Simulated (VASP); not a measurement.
# Al (Fm-3m) in VASP: a series of runs

Runs on Al. Level: PBE. Tasks: single point.

Everything below comes from runs of VASP 6.6.1. Logs are shortened: lines on timing, memory, paths and dates and some standing lists are left out, and cuts for length are marked.

## Step 1: The cell of the first run

It takes space group Fm-3m (No. 225, cubic). Conventional cell: a = 4.050 Å, b = 4.050 Å, c = 4.050 Å, α = 90.00°, β = 90.00°, γ = 90.00°. Within 3.8 Å of Al (site symmetry m-3m) lie 12 Al at 2.86 Å.

## Step 2: Single point, PBE

File INCAR:

```
SYSTEM = Al
PREC = Accurate ; ENCUT = 500
EDIFF = 1E-6 ; ISMEAR = -1
SIGMA = 0.3 ; LREAL = .FALSE.
LASPH = .TRUE. ; NELM = 120
ALGO = Normal ; ISIF = 2
LWAVE = .FALSE. ; LCHARG = .FALSE.
GGA = PE ; NBANDS = 8
GGA_COMPAT = .FALSE.
```

File KPOINTS:

```
regular mesh
0
G
  13 13 13
  0 0 0
```

File POSCAR:

```
Al
1.0
    0.0000000000      2.0248050000      2.0248050000
    2.0248050000      0.0000000000      2.0248050000
    2.0248050000      2.0248050000      0.0000000000
Al
1
Direct
    0.0000000000      0.0000000000      0.0000000000
```

Potentials or basis: VASP PAW PBE potentials, release 64 (Al).

Run with:

```bash
$ cat potpaw_PBE.64/Al/POTCAR > POTCAR
$ mpirun -np 1 vasp_std > vasp.out
```

OUTCAR:

```text
SYSTEM = Al
   PREC = Accurate
   ENCUT = 500
   EDIFF = 1E-6
   ISMEAR = -1
   LREAL = .FALSE.
   LASPH = .TRUE.
   NELM = 120
   ISIF = 2
   GGA = PE

 ion  position               nearest neighbor table
   1  0.000  0.000  0.000-

  LATTYP: Found a face centered cubic cell.
 ALAT       =     4.0496100000

  Lattice vectors:

 A1 = (   0.0000000000,   2.0248050000,   2.0248050000)
 A2 = (   2.0248050000,   0.0000000000,   2.0248050000)
 A3 = (   2.0248050000,   2.0248050000,   0.0000000000)

Analysis of symmetry for initial positions (statically):
=====================================================================
 Subroutine PRICEL returns:
 Original cell was already a primitive cell.

 Routine SETGRP: Setting up the symmetry group for a
 face centered cubic supercell.

 Subroutine GETGRP returns: Found 48 space group operations
 (whereof 48 operations were pure point group operations)
 out of a pool of 48 trial point group operations.

The static configuration has the point symmetry O_h .

Analysis of symmetry for dynamics (positions and initial velocities):
=====================================================================
 Subroutine PRICEL returns:
 Original cell was already a primitive cell.

 Routine SETGRP: Setting up the symmetry group for a
 face centered cubic supercell.

 Subroutine GETGRP returns: Found 48 space group operations
 (whereof 48 operations were pure point group operations)
 out of a pool of 48 trial point group operations.

The dynamic configuration has the point symmetry O_h .

 Subroutine INISYM returns: Found 48 space group operations
 (whereof 48 operations are pure point group operations),
 and found     1 'primitive' translations

----------------------------------------------------------------------------------------

                                     Primitive cell

  volume of cell :      16.6027

  direct lattice vectors                    reciprocal lattice vectors
     0.000000000  2.024805000  2.024805000    -0.246937359  0.246937359  0.246937359
     2.024805000  0.000000000  2.024805000     0.246937359 -0.246937359  0.246937359
     2.024805000  2.024805000  0.000000000     0.246937359  0.246937359 -0.246937359

  length of vectors
     2.863506692  2.863506692  2.863506692     0.427708053  0.427708053  0.427708053

  position of ions in fractional coordinates (direct lattice)
     0.000000000  0.000000000  0.000000000

  ion indices of the primitive-cell ions
   primitive index   ion index
                 1           1

----------------------------------------------------------------------------------------

 KPOINTS: regular mesh

Automatic generation of k-mesh.
 Grid dimensions read from file:
 generate k-points for:   13   13   13

 Generating k-lattice:

  Cartesian coordinates                     Fractional coordinates (reciprocal lattice)
    -0.018995181  0.018995181  0.018995181     0.076923077  0.000000000  0.000000000
     0.018995181 -0.018995181  0.018995181     0.000000000  0.076923077  0.000000000
     0.018995181  0.018995181 -0.018995181     0.000000000  0.000000000  0.076923077

  Length of vectors
     0.032900619  0.032900619  0.032900619

  Shift w.r.t. Gamma in fractional coordinates (k-lattice)
     0.000000000  0.000000000  0.000000000

 Subroutine IBZKPT returns following result:
 ===========================================

 Found     84 irreducible k-points:

 Following reciprocal coordinates:
            Coordinates               Weight
  0.000000  0.000000  0.000000      1.000000
  0.076923  0.000000  0.000000      8.000000
  0.153846  0.000000  0.000000      8.000000
  0.230769  0.000000  0.000000      8.000000
  0.307692  0.000000  0.000000      8.000000
  0.384615  0.000000  0.000000      8.000000
[... 16 lines left out ...]
  0.384615  0.153846  0.000000     24.000000
  0.461538  0.153846  0.000000     24.000000
 [... further k-points ...]
   k-points           NKPTS =     84   k-points in BZ     NKDIM =     84   number of bands    NBANDS=      8
   number of dos      NEDOS =    301   number of ions     NIONS =      1
   total plane-waves  NPLWV =  13824
   dimension x,y,z NGX =    24 NGY =   24 NGZ =   24
   dimension x,y,z NGXF=    48 NGYF=   48 NGZF=   48
   ions per type =               1
   NGX,Y,Z   is equivalent  to a cutoff of  13.93, 13.93, 13.93 a.u.
   NGXF,Y,Z  is equivalent  to a cutoff of  27.87, 27.87, 27.87 a.u.
 SYSTEM =  Al
   PREC   = accura    normal or accurate (medium, high low for compatibility)
   ISTART =      0    job   : 0-new  1-cont  2-samecut
   ICHARG =      2    charge: 1-file 2-atom 10-const
   ISPIN  =      1    spin polarized calculation?
   LNONCOLLINEAR =      F non collinear calculations
   LSORBIT =      F    spin-orbit coupling
   LASPH  =      T    aspherical Exc in radial PAW
   ENCUT  =  500.0 eV  36.75 Ry    6.06 a.u.   5.22  5.22  5.22*2*pi/ulx,y,z
   NELM   =    120;   NELMIN=  2; NELMDL= -5     # of ELM steps
   EDIFF  = 0.1E-05   stopping-criterion for ELM
   LREAL  =      F    real-space projection
   EDIFFG = 0.1E-04   stopping-criterion for IOM
   NSW    =      0    number of steps for IOM
   IBRION =     -1    ionic relax: 0-MD 1-quasi-New 2-CG
   NFREE  =      0    steps in history (QN), initial steepest desc. (CG)
   ISIF   =      2    stress and relaxation
   ISYM   =      2    0-nonsym 1-usesym 2-fastsym
   POTIM  = 0.5000    time-step for ionic-motion
   TEBEG  =    0.0;   TEEND  =   0.0 temperature during run
   PSTRESS=    0.0 pullay stress
   NELECT =       3.0000    total number of electrons
   NUPDOWN=      -1.0000    fix difference up-down
   EMIN   =  10.00;   EMAX   =-10.00  energy-range for DOS
   EFERMI =   0.00;   METHOD = LEGACY
   ISMEAR =    -1;   SIGMA  =   0.30  broadening in eV -4-tet -1-fermi 0-gaus
   EFERMI_NEDOS =   21; number of points for ismear=-14 and -15
   IALGO  =     38    algorithm
   IMIX   =      4    mixing-type and parameters
     AMIX     =   0.40;   BMIX     =  1.00
     AMIX_MAG =   1.60;   BMIX_MAG =  1.00
  volume/ion in A,a.u.               =      16.60       112.04
  Fermi-wavevector in a.u.,A,eV,Ry     =   0.925526  1.748991 11.654733  0.856599
  Thomas-Fermi vector in A             =   2.051390
   LORBIT       =      0    0 simple, 1 ext, 2 COOP (PROOUT), +10 PAW based schemes
   GGA     = PE    functional components
   LHFCALC =     F    Hartree Fock is set to
   AEXX    =    0.0000 exact exchange contribution
   IVDW    =     0    specifies the selected vdW correction
   LEPSILON=     F    determine dielectric tensor
   LRPA    =     F    only Hartree local field effects (RPA)
 non-spin polarized calculation
  energy-cutoff  :      500.00
  volume of cell :       16.60
 maximum number of plane-waves:       440
 NGX is ok and might be reduce to    24
   NGX = 11   NGY = 11   NGZ = 11

 number of electron       3.0000000 magnetization

 Free energy of the ion-electron system (eV)
  ---------------------------------------------------
  ext. energy  EPLUGINS =         0.00000000
  ---------------------------------------------------
  free energy    TOTEN  =        -3.80477283 eV

  energy without entropy =       -3.68277583  energy(sigma->0) =       -3.74377433

 E-fermi :   7.9095     XC(G=0): -10.1741

 val. band max:        7.8710876371   @ k =  -0.2308   0.3846   0.1538
 cond. band min:       7.9417519306   @ k =   0.4615   0.2308   0.0000
 fundamental gap:      0.0706642935
 Fermi energy:         7.9094527389

 k-point     1 :       0.0000    0.0000    0.0000
  band No.  band energies     occupation
      1      -3.1560      2.00000
      2      20.5205      0.00000
      3      20.5205      0.00000
      4      20.5205      0.00000
      5      21.9656      0.00000
      6      21.9656      0.00000
      7      21.9656      0.00000
      8      24.3564      0.00000

 k-point     2 :       0.0769    0.0000    0.0000
  band No.  band energies     occupation
      1      -2.9959      2.00000
      2      18.1606      0.00000
      3      20.0037      0.00000
      4      20.0037      0.00000
      5      22.6338      0.00000
      6      22.7279      0.00000
      7      22.7279      0.00000
      8      25.9363      0.00000

 k-point     3 :       0.1538    0.0000    0.0000
  band No.  band energies     occupation
      1      -2.5164      2.00000
      2      15.0629      0.00000
      3      19.3339      0.00000
      4      19.3339      0.00000
      5      22.5032      0.00000
      6      23.8671      0.00000
      7      23.8671      0.00000
      8      25.1688      0.00000

 k-point     4 :       0.2308    0.0000    0.0000
  band No.  band energies     occupation
      1      -1.7210      2.00000
      2      12.0777      0.00000
      3      18.8742      0.00000
      4      18.8742      0.00000
      5      22.2722      0.00000
      6      22.9790      0.00000
      7      22.9790      0.00000
      8      26.2765      0.00000

 k-point     5 :       0.3077    0.0000    0.0000
  band No.  band energies     occupation
      1      -0.6146      2.00000
      2       9.3014      0.01914
      3      18.6690      0.00000
      4      18.6690      0.00000
      5      21.6465      0.00000
      6      21.6465      0.00000
      7      22.1877      0.00000
      8      25.6196      0.00000
[... 177 lines left out ...]
 k-point    22 :       0.3077    0.1538    0.0000
  band No.  band energies     occupation
      1      -0.8248      2.00000
      2      11.6029      0.00001
      3      16.0975      0.00000
      4      17.4147      0.00000
      5      17.7588      0.00000
      6      22.2367      0.00000
      7      26.0368      0.00000
      8      27.0503      0.00000

 k-point    23 :       0.3846    0.1538    0.0000
  band No.  band energies     occupation
      1       0.3787      2.00000
      2       8.9392      0.06259
      3      15.9671      0.00000
      4      16.0836      0.00000
      5      17.6730      0.00000
      6      24.2381      0.00000
      7      24.8649      0.00000
      8      27.1380      0.00000

 k-point    24 :       0.4615    0.1538    0.0000
  band No.  band energies     occupation
      1       1.8813      2.00000
      2       6.5121      1.98120
      3      14.9879      0.00000
      4      16.1098      0.00000
      5      17.8654      0.00000
      6      23.8702      0.00000
      7      25.8619      0.00000
      8      27.7262      0.00000

 [... further k-points ...]
[... 5 lines left out ...]
  --------------------------------------------------------------------------------------
  -------------------------------------------------------------------------------------
  Total       -0.0130887     -0.0130887     -0.0130887     -0.0000000     -0.0000000      0.0000000
  in kB       -1.2630744     -1.2630744     -1.2630744     -0.0000000     -0.0000000      0.0000000
  external PRESSURE =      -1.2630744 kB  Pullay stress =       0.0000000 kB

 VOLUME and BASIS-vectors are now :
 -----------------------------------------------------------------------------
  energy-cutoff  :      500.00
  volume of cell :       16.60
      direct lattice vectors                 reciprocal lattice vectors
     0.000000000  2.024805000  2.024805000    -0.246937359  0.246937359  0.246937359
     2.024805000  0.000000000  2.024805000     0.246937359 -0.246937359  0.246937359
     2.024805000  2.024805000  0.000000000     0.246937359  0.246937359 -0.246937359

 POSITION                                       TOTAL-FORCE (eV/Angst)
 -----------------------------------------------------------------------------------
      0.00000      0.00000      0.00000         0.000000     -0.000000      0.000000
 -----------------------------------------------------------------------------------
    total drift:                                0.000000     -0.000000     -0.000000

  FREE ENERGIE OF THE ION-ELECTRON SYSTEM (eV)
  ---------------------------------------------------
  free  energy   TOTEN  =        -3.8047728325 eV

  energy  without entropy=       -3.6827758257  energy(sigma->0) =       -3.74377433
```

Run time: 8 s. Hardware: 1 thread of Intel Xeon 6455B, shared host; peak memory 0.13 GiB.

Results:

| Quantity | Value |
| --- | --- |
| Free energy | -3.8048 eV |
| Pressure | -0.1 GPa |

## Step 3: Single point, PBE

File INCAR:

```
  PREC = Accurate
  ENCUT = 500
  EDIFF = 1E-6
  ISMEAR = -1
  SIGMA = 0.2
  LREAL = False
  LASPH = True
  NELM = 120
  ALGO = Normal
  ISIF = 2
  LWAVE = False
  LCHARG = False
  GGA = PE
  NBANDS = 8
  GGA_COMPAT = False
```

File KPOINTS:

```
regular mesh
0
Gamma
  13 13 13
```

POSCAR is that of step 2.

Potentials or basis: VASP PAW PBE potentials, release 64 (Al).

Run with:

```bash
$ cat potpaw_PBE.64/Al/POTCAR > POTCAR
$ mpirun -np 1 vasp_std > vasp.out
```

Wall time 7.4 s (1 thread of Intel Xeon 6455B, shared host); peak memory 0.13 GiB.

The run converged. Its results:

```yaml
Free_energy: -3.7705 eV
Pressure: -0.4 GPa
```

Levels at points of the mesh, in eV from the Fermi level:
```tsv
k point	band 1	band 2	band 3	band 4	band 5
(0.00, 0.00, 0.00)	-11.05	12.62	12.62	12.62	14.07
```

## Step 4: Single point, PBE

File INCAR:

```
ALGO     = Normal         # electronic algorithm
EDIFF    = 1E-6           # SCF threshold, eV
ENCUT    = 500            # plane-wave cutoff, eV
GGA      = PE             # functional
GGA_COMPAT= F            
ISIF     = 2              # what is computed and relaxed
ISMEAR   = -1             # smearing method
LASPH    = T              # aspherical terms in the spheres
LCHARG   = F              # write CHGCAR
LREAL    = F              # projectors in reciprocal space
LWAVE    = F              # write WAVECAR
NBANDS   = 8              # bands
NELM     = 120            # most SCF steps
PREC     = Accurate       # precision mode
SIGMA    = 0.1            # smearing width, eV
```

File KPOINTS:

```
k-points
0
Gamma
  13 13 13
```

POSCAR is that of step 3.

Run with:

```bash
$ cat potpaw_PBE.64/Al/POTCAR > POTCAR
$ mpirun -np 1 vasp_std > vasp.out
```

Run time: 6.6 s. Hardware: 1 thread of Intel Xeon 6455B, shared host; peak memory 0.13 GiB.

It converged, with:

```
Free energy : -3.7492 eV
Pressure    : -0.6 GPa
```

Levels at points of the mesh, in eV from the Fermi level:
```tsv
k point	band 1	band 2	band 3	band 4	band 5
(0.00, 0.00, 0.00)	-11.03	12.65	12.65	12.65	14.09
```

## Step 5: Single point, PBE

File INCAR:

```
SYSTEM = Al
ALGO = Normal
EDIFF = 1E-6
ENCUT = 500
GGA = PE
GGA_COMPAT = .FALSE.
ISIF = 2
ISMEAR = -1
LASPH = .TRUE.
LCHARG = .FALSE.
LREAL = .FALSE.
LWAVE = .FALSE.
NBANDS = 8
NELM = 120
PREC = Accurate
SIGMA = 0.05
```

File KPOINTS:

```
k-points
0
G
  13 13 13
  0 0 0
```

POSCAR is that of step 4.

Potentials or basis: VASP PAW PBE potentials, release 64 (Al).

Run with:

```bash
$ cat potpaw_PBE.64/Al/POTCAR > POTCAR
$ mpirun -np 1 vasp_std > vasp.out
```

OUTCAR:

```text
SYSTEM = Al
   EDIFF = 1E-6
   ENCUT = 500
   GGA = PE
   ISIF = 2
   ISMEAR = -1
   LASPH = .TRUE.
   LREAL = .FALSE.
   NELM = 120
   PREC = Accurate

 ion  position               nearest neighbor table
   1  0.000  0.000  0.000-

  LATTYP: Found a face centered cubic cell.
 ALAT       =     4.0496100000

  Lattice vectors:

 A1 = (   0.0000000000,   2.0248050000,   2.0248050000)
 A2 = (   2.0248050000,   0.0000000000,   2.0248050000)
 A3 = (   2.0248050000,   2.0248050000,   0.0000000000)

Analysis of symmetry for initial positions (statically):
=====================================================================
 Subroutine PRICEL returns:
 Original cell was already a primitive cell.

 Routine SETGRP: Setting up the symmetry group for a
 face centered cubic supercell.

 Subroutine GETGRP returns: Found 48 space group operations
 (whereof 48 operations were pure point group operations)
 out of a pool of 48 trial point group operations.

The static configuration has the point symmetry O_h .

Analysis of symmetry for dynamics (positions and initial velocities):
=====================================================================
[... 153 lines left out ...]

  energy without entropy =       -3.74015330  energy(sigma->0) =       -3.74197108

 E-fermi :   7.8601     XC(G=0): -10.1740

 val. band max:        7.8532217242   @ k =  -0.3077   0.2308   0.0000
 cond. band min:       7.8713430973   @ k =  -0.2308   0.3846   0.1538
 fundamental gap:      0.0181213731
 Fermi energy:         7.8600697381

 k-point     1 :       0.0000    0.0000    0.0000
  band No.  band energies     occupation
      1      -3.1559      2.00000
      2      20.5207      0.00000
      3      20.5207      0.00000
      4      20.5207      0.00000
      5      21.9655      0.00000
      6      21.9655      0.00000
      7      21.9655      0.00000
      8      24.3571      0.00000
[... 243 lines left out ...]
 k-point    24 :       0.4615    0.1538    0.0000
  band No.  band energies     occupation
      1       1.8815      2.00000
      2       6.5123      2.00000
      3      14.9880      0.00000
      4      16.1099      0.00000
      5      17.8655      0.00000
      6      23.8703      0.00000
      7      25.8619      0.00000
      8      27.7263      0.00000

 [... further k-points ...]
[... 5 lines left out ...]
  --------------------------------------------------------------------------------------
  -------------------------------------------------------------------------------------
  Total       -0.0644639     -0.0644639     -0.0644639      0.0000000     -0.0000000     -0.0000000
  in kB       -6.2208208     -6.2208208     -6.2208208      0.0000000     -0.0000000     -0.0000000
  external PRESSURE =      -6.2208208 kB  Pullay stress =       0.0000000 kB

 VOLUME and BASIS-vectors are now :
 -----------------------------------------------------------------------------
  energy-cutoff  :      500.00
  volume of cell :       16.60
      direct lattice vectors                 reciprocal lattice vectors
     0.000000000  2.024805000  2.024805000    -0.246937359  0.246937359  0.246937359
     2.024805000  0.000000000  2.024805000     0.246937359 -0.246937359  0.246937359
     2.024805000  2.024805000  0.000000000     0.246937359  0.246937359 -0.246937359

 POSITION                                       TOTAL-FORCE (eV/Angst)
 -----------------------------------------------------------------------------------
      0.00000      0.00000      0.00000         0.000000      0.000000      0.000000
 -----------------------------------------------------------------------------------
    total drift:                                0.000000     -0.000000     -0.000000

  FREE ENERGIE OF THE ION-ELECTRON SYSTEM (eV)
  ---------------------------------------------------
  free  energy   TOTEN  =        -3.7437888664 eV

  energy  without entropy=       -3.7401533006  energy(sigma->0) =       -3.74197108
```

Run time: 8.7 s. Hardware: 1 thread of Intel Xeon 6455B, shared host; peak memory 0.13 GiB.

Results:

```yaml
Free_energy: -3.7438 eV
Pressure: -0.6 GPa
```

## Step 6: The runs side by side

| smearing | gap on the mesh (eV) | pressure (GPa) |
| --- | --- | --- |
| fermi-dirac 0.3 eV | none | -0.1 |
| fermi-dirac 0.2 eV | none | -0.4 |
| fermi-dirac 0.1 eV | none | -0.6 |
| fermi-dirac 0.05 eV | none | -0.6 |

Alike in all rows: task single point; level PBE; potentials or basis VASP PAW PBE potentials, release 64 (Al); no spin polarisation; cell as given; k mesh 13 × 13 × 13; cutoff (eV) 500.

Every run on the cell as given and a fine mesh finds a metal.

Absolute energies hang on the potentials; compare differences alone.
